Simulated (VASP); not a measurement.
# Ge3Pd (P-62m) in VASP: notebook

The runs below take Ge3Pd through single point, relaxation of cell and atoms, with PBE.

Everything below comes from runs of VASP 6.6.1. Logs are shortened: lines on timing, memory, paths and dates and some standing lists are left out, and cuts for length are marked.

### Step 1. The cell of the first run

The structure is hexagonal, space group P-62m (No. 189). Conventional cell: a = 3.739 Å, b = 3.739 Å, c = 6.203 Å, α = 90.00°, β = 90.00°, γ = 120.00°. Ge (site symmetry m2m) has 6 Ge at 1.91 to 2.29 Å within 2.5 Å. Pd (site symmetry -62m) has 12 Ge at 3.29 to 4.07 Å and 6 Pd at 3.74 Å within 4.3 Å.

The cell was generated, and may not be a known phase.

### Step 2. Single point, PBE

Input file INCAR:

```
SYSTEM = Ge3Pd
PREC     = Accurate       ! precision mode
ENCUT    = 520            ! plane-wave cutoff, eV
EDIFF    = 1E-6           ! SCF threshold, eV
ISMEAR   = 0              ! smearing method
SIGMA    = 0.1            ! smearing width, eV
LREAL    = .False.        ! projectors in reciprocal space
LASPH    = .True.         ! aspherical terms in the spheres
NELM     = 100            ! most SCF steps
ALGO     = Normal         ! electronic algorithm
ISIF     = 2              ! what is computed and relaxed
LWAVE    = .False.        ! write WAVECAR
LCHARG   = .True.         ! write CHGCAR
GGA      = PE             ! functional
LELF     = .True.         ! ELF
LVHAR    = .True.       
NBANDS   = 34             ! bands
```

Input file KPOINTS:

```
regular mesh
0
Gamma
  6 6 4
  0 0 0
```

Input file POSCAR:

```
Ge3Pd
1.0
    3.7385105100      0.0000000000      0.0000000000
   -1.8692552600      3.2376450800      0.0000000000
    0.0000000000      0.0000000000      6.2025595500
Ge Pd
3 1
Direct
    0.2955329800      0.0000000000      0.5000000000
    0.0000000000      0.2955329800      0.5000000000
    0.7044670200      0.7044670200      0.5000000000
    0.0000000000      0.0000000000      0.0000000000
```

Potentials or basis: VASP PAW PBE potentials, release 64 (Ge_d, Pd).

The run is started by

```
cat potpaw_PBE.64/Ge_d/POTCAR potpaw_PBE.64/Pd/POTCAR > POTCAR
mpirun -np 1 vasp_std > vasp.out
```

OUTCAR:

```text
SYSTEM = Ge3Pd
   PREC = Accurate
   ENCUT = 520
   EDIFF = 1E-6
   ISMEAR = 0
   LREAL = .False.
   LASPH = .True.
   NELM = 100
   ISIF = 2
   GGA = PE

 ion  position               nearest neighbor table
   1  0.296  0.000  0.500-   3 1.91   2 1.91   2 2.29   3 2.29   3 2.29   2 2.29
   2  0.000  0.296  0.500-   1 1.91   3 1.91   1 2.29   3 2.29   3 2.29   1 2.29
   3  0.704  0.704  0.500-   1 1.91   2 1.91   2 2.29   1 2.29   2 2.29   1 2.29
   4  0.000  0.000  0.000-

  LATTYP: Found a hexagonal cell.
 ALAT       =     3.7385105100
 C/A-ratio  =     1.6590991341

  Lattice vectors:

 A1 = (   3.7385105100,   0.0000000000,   0.0000000000)
 A2 = (  -1.8692552600,   3.2376450800,   0.0000000000)
 A3 = (   0.0000000000,   0.0000000000,   6.2025595500)

Analysis of symmetry for initial positions (statically):
=====================================================================
 Subroutine PRICEL returns:
 Original cell was already a primitive cell.

 Routine SETGRP: Setting up the symmetry group for a
 hexagonal supercell.

 Subroutine GETGRP returns: Found 12 space group operations
 (whereof 12 operations were pure point group operations)
 out of a pool of 24 trial point group operations.

The static configuration has the point symmetry D_3h.

Analysis of symmetry for dynamics (positions and initial velocities):
=====================================================================
 Subroutine PRICEL returns:
 Original cell was already a primitive cell.

 Routine SETGRP: Setting up the symmetry group for a
 hexagonal supercell.

 Subroutine GETGRP returns: Found 12 space group operations
 (whereof 12 operations were pure point group operations)
 out of a pool of 24 trial point group operations.

The dynamic configuration has the point symmetry D_3h.

 Subroutine INISYM returns: Found 12 space group operations
 (whereof 12 operations are pure point group operations),
 and found     1 'primitive' translations

----------------------------------------------------------------------------------------

                                     Primitive cell

  volume of cell :      75.0756

  direct lattice vectors                    reciprocal lattice vectors
     3.738510510  0.000000000  0.000000000     0.267486208  0.154433234  0.000000000
    -1.869255260  3.237645080  0.000000000     0.000000000  0.308866468  0.000000000
     0.000000000  0.000000000  6.202559550     0.000000000  0.000000000  0.161223764

  length of vectors
     3.738510510  3.738510518  6.202559550     0.308866468  0.308866468  0.161223764

  position of ions in fractional coordinates (direct lattice)
     0.295532980  0.000000000  0.500000000
     0.000000000  0.295532980  0.500000000
     0.704467020  0.704467020  0.500000000
     0.000000000  0.000000000  0.000000000

  ion indices of the primitive-cell ions
   primitive index   ion index
                 1           1
                 2           2
                 3           3
                 4           4

----------------------------------------------------------------------------------------

 KPOINTS: regular mesh

Automatic generation of k-mesh.
 Grid dimensions read from file:
 generate k-points for:    6    6    4

 Generating k-lattice:

  Cartesian coordinates                     Fractional coordinates (reciprocal lattice)
     0.044581035  0.025738872  0.000000000     0.166666667 -0.000000000  0.000000000
     0.000000000  0.051477745  0.000000000     0.000000000  0.166666667  0.000000000
     0.000000000  0.000000000  0.040305941     0.000000000  0.000000000  0.250000000

  Length of vectors
     0.051477745  0.051477745  0.040305941

  Shift w.r.t. Gamma in fractional coordinates (k-lattice)
     0.000000000  0.000000000  0.000000000

 Subroutine IBZKPT returns following result:
 ===========================================

 Found     21 irreducible k-points:

 Following reciprocal coordinates:
            Coordinates               Weight
  0.000000  0.000000  0.000000      1.000000
  0.166667  0.000000  0.000000      6.000000
  0.333333  0.000000  0.000000      6.000000
  0.500000  0.000000  0.000000      3.000000
  0.166667  0.166667  0.000000      6.000000
  0.333333  0.166667  0.000000     12.000000
[... 13 lines left out ...]
  0.333333  0.166667  0.500000     12.000000
  0.333333  0.333333  0.500000      2.000000
   k-points           NKPTS =     21   k-points in BZ     NKDIM =     21   number of bands    NBANDS=     34
   number of dos      NEDOS =    301   number of ions     NIONS =      4
   total plane-waves  NPLWV =  37632
   dimension x,y,z NGX =    28 NGY =   28 NGZ =   48
   dimension x,y,z NGXF=    56 NGYF=   56 NGZF=   96
   ions per type =               3   1
   NGX,Y,Z   is equivalent  to a cutoff of  12.45, 12.45, 12.87 a.u.
   NGXF,Y,Z  is equivalent  to a cutoff of  24.90, 24.90, 25.73 a.u.
 SYSTEM =  Ge3Pd
   PREC   = accura    normal or accurate (medium, high low for compatibility)
   ISTART =      0    job   : 0-new  1-cont  2-samecut
   ICHARG =      2    charge: 1-file 2-atom 10-const
   ISPIN  =      1    spin polarized calculation?
   LNONCOLLINEAR =      F non collinear calculations
   LSORBIT =      F    spin-orbit coupling
   LASPH  =      T    aspherical Exc in radial PAW
   ENCUT  =  520.0 eV  38.22 Ry    6.18 a.u.   6.95  6.95 11.53*2*pi/ulx,y,z
   NELM   =    100;   NELMIN=  2; NELMDL= -5     # of ELM steps
   EDIFF  = 0.1E-05   stopping-criterion for ELM
   LREAL  =      F    real-space projection
   EDIFFG = 0.1E-04   stopping-criterion for IOM
   NSW    =      0    number of steps for IOM
   IBRION =     -1    ionic relax: 0-MD 1-quasi-New 2-CG
   NFREE  =      0    steps in history (QN), initial steepest desc. (CG)
   ISIF   =      2    stress and relaxation
   ISYM   =      2    0-nonsym 1-usesym 2-fastsym
   POTIM  = 0.5000    time-step for ionic-motion
   TEBEG  =    0.0;   TEEND  =   0.0 temperature during run
   PSTRESS=    0.0 pullay stress
   NELECT =      52.0000    total number of electrons
   NUPDOWN=      -1.0000    fix difference up-down
   EMIN   =  10.00;   EMAX   =-10.00  energy-range for DOS
   EFERMI =   0.00;   METHOD = LEGACY
   ISMEAR =     0;   SIGMA  =   0.10  broadening in eV -4-tet -1-fermi 0-gaus
   EFERMI_NEDOS =   21; number of points for ismear=-14 and -15
   IALGO  =     38    algorithm
   IMIX   =      4    mixing-type and parameters
     AMIX     =   0.40;   BMIX     =  1.00
     AMIX_MAG =   1.60;   BMIX_MAG =  1.00
  volume/ion in A,a.u.               =      18.77       126.66
  Fermi-wavevector in a.u.,A,eV,Ry     =   1.448471  2.737213 28.545935  2.098067
  Thomas-Fermi vector in A             =   2.566308
   LORBIT       =      0    0 simple, 1 ext, 2 COOP (PROOUT), +10 PAW based schemes
   GGA     = PE    functional components
   LHFCALC =     F    Hartree Fock is set to
   AEXX    =    0.0000 exact exchange contribution
   IVDW    =     0    specifies the selected vdW correction
   LEPSILON=     F    determine dielectric tensor
   LRPA    =     F    only Hartree local field effects (RPA)
 non-spin polarized calculation
 Gauss-broadening in eV      SIGMA  =   0.10
  energy-cutoff  :      520.00
  volume of cell :       75.08
 maximum number of plane-waves:      2037
 NGX is ok and might be reduce to    28
   NGX = 13   NGY = 13   NGZ = 23

 number of electron      52.0000018 magnetization

 Free energy of the ion-electron system (eV)
  ---------------------------------------------------
  ext. energy  EPLUGINS =         0.00000000
  ---------------------------------------------------
  free energy    TOTEN  =        -2.56862758 eV

  energy without entropy =       -2.56523446  energy(sigma->0) =       -2.56693102

 E-fermi :   6.4424     XC(G=0): -10.7686

 val. band max:        6.3685193965   @ k =   0.3333   0.0000   0.0000
 cond. band min:       6.5733676534   @ k =   0.3333   0.1667   0.0000
 fundamental gap:      0.2048482569
 Fermi energy:         6.4423780592

 k-point     1 :       0.0000    0.0000    0.0000
  band No.  band energies     occupation
      1     -20.7787      2.00000
      2     -20.2289      2.00000
      3     -20.2289      2.00000
      4     -20.0526      2.00000
      5     -19.8627      2.00000
      6     -19.6875      2.00000
[... 26 lines left out ...]
     33      14.8108      0.00000
     34      15.8724      0.00000

 k-point     2 :       0.1667    0.0000    0.0000
  band No.  band energies     occupation
      1     -20.8047      2.00000
      2     -20.3330      2.00000
      3     -20.2628      2.00000
      4     -20.0712      2.00000
      5     -19.9494      2.00000
      6     -19.7140      2.00000
[... 26 lines left out ...]
     33      14.1298      0.00000
     34      15.5998      0.00000

 k-point     3 :       0.3333    0.0000    0.0000
  band No.  band energies     occupation
      1     -20.9257      2.00000
      2     -20.5067      2.00000
      3     -20.3338      2.00000
      4     -20.0891      2.00000
      5     -19.9058      2.00000
      6     -19.7329      2.00000
[... 26 lines left out ...]
     33      14.7388      0.00000
     34      14.9132      0.00000

 k-point     4 :       0.5000    0.0000    0.0000
  band No.  band energies     occupation
      1     -21.0082      2.00000
      2     -20.5649      2.00000
      3     -20.3700      2.00000
      4     -20.0927      2.00000
      5     -19.8551      2.00000
      6     -19.7185      2.00000
[... 26 lines left out ...]
     33      15.0310      0.00000
     34      15.4009      0.00000

 k-point     5 :       0.1667    0.1667    0.0000
  band No.  band energies     occupation
      1     -20.8886      2.00000
      2     -20.4633      2.00000
      3     -20.3557      2.00000
      4     -20.0829      2.00000
      5     -19.8928      2.00000
      6     -19.7363      2.00000
[... 510 lines left out ...]
 k-point    19 :       0.1667    0.1667    0.5000
  band No.  band energies     occupation
      1     -20.8886      2.00000
      2     -20.4633      2.00000
      3     -20.3556      2.00000
      4     -20.0830      2.00000
      5     -19.8928      2.00000
      6     -19.7362      2.00000
[... 26 lines left out ...]
     33      15.2866      0.00000
     34      15.5649      0.00000

 k-point    20 :       0.3333    0.1667    0.5000
  band No.  band energies     occupation
      1     -21.0069      2.00000
      2     -20.5763      2.00000
      3     -20.4385      2.00000
      4     -20.0804      2.00000
      5     -19.7600      2.00000
      6     -19.7238      2.00000
[... 26 lines left out ...]
     33      14.5734      0.00000
     34      14.7430      0.00000

 k-point    21 :       0.3333    0.3333    0.5000
  band No.  band energies     occupation
      1     -21.0527      2.00000
      2     -20.5619      2.00000
      3     -20.5619      2.00000
      4     -20.0653      2.00000
      5     -19.6693      2.00000
      6     -19.6693      2.00000
[... 26 lines left out ...]
     33      12.3769      0.00000
     34      14.8550      0.00000

------------------------ aborting loop because EDIFF is reached ----------------------------------------

  FORCE on cell =-STRESS in cart. coord.  units (eV):
  Direction    XX          YY          ZZ          XY          YZ          ZX
  --------------------------------------------------------------------------------------
  -------------------------------------------------------------------------------------
  Total       60.4559823     60.4559825     -6.0377122     -0.0000001      0.0000000      0.0000000
  in kB     1290.1822939   1290.1822987   -128.8499350     -0.0000020      0.0000000      0.0000000
  external PRESSURE =     817.1715525 kB  Pullay stress =       0.0000000 kB

 VOLUME and BASIS-vectors are now :
 -----------------------------------------------------------------------------
  energy-cutoff  :      520.00
  volume of cell :       75.08
      direct lattice vectors                 reciprocal lattice vectors
     3.738510510  0.000000000  0.000000000     0.267486208  0.154433234  0.000000000
    -1.869255260  3.237645080  0.000000000     0.000000000  0.308866468  0.000000000
     0.000000000  0.000000000  6.202559550     0.000000000  0.000000000  0.161223764

 POSITION                                       TOTAL-FORCE (eV/Angst)
 -----------------------------------------------------------------------------------
      1.10485      0.00000      3.10128        16.688337     -0.000000      0.000000
     -0.55243      0.95683      3.10128        -8.344168     14.452524     -0.000000
      1.31683      2.28081      3.10128        -8.344168    -14.452524     -0.000000
      0.00000      0.00000      0.00000         0.000000     -0.000000     -0.000000
 -----------------------------------------------------------------------------------
    total drift:                                0.000004      0.000008      0.000006

  FREE ENERGIE OF THE ION-ELECTRON SYSTEM (eV)
  ---------------------------------------------------
  free  energy   TOTEN  =        -2.5686275792 eV

  energy  without entropy=       -2.5652344640  energy(sigma->0) =       -2.56693102
```

Run time: 48 s. Hardware: 1 thread of AMD EPYC 7R13 (Zen 3), shared host; peak memory 0.17 GiB.

Results:

```
Free energy            : -2.5686 eV
Pressure               : 81.7 GPa
Largest force          : 16.688 eV/Å
Band gap on the k mesh : zero (bands 26 and 27 overlap by 1.32 eV)
```

Forces on the atoms (eV/Å):
```
Ge   16.688   0.000   0.000
Ge   -8.344  14.453   0.000
Ge   -8.344 -14.453   0.000
Pd    0.000   0.000   0.000
```

Levels at points of the mesh, in eV from the Fermi level:
```csv
k point,band 24,band 25,band 26,band 27,band 28,band 29
"(0.00, 0.00, 0.00)",-1.04,-1.04,-0.94,-0.94,-0.47,-0.47
"(0.50, 0.00, 0.00)",-1.11,-0.38,-0.20,2.08,2.17,3.55
"(0.00, 0.00, 0.50)",-1.16,-0.96,-0.96,-0.19,-0.19,0.73
"(0.50, 0.00, 0.50)",-0.88,-0.38,-0.26,3.05,4.15,4.20
```

Caveat: the stress differs along the axes, from -13 to 129 GPa; forces of over 1 eV/Å act on the atoms, so gaps and moduli don't describe the material at rest.

(Continued in part 2 of 3.)

The gap in the log of VASP goes by the Fermi energy; the results here count the filled bands.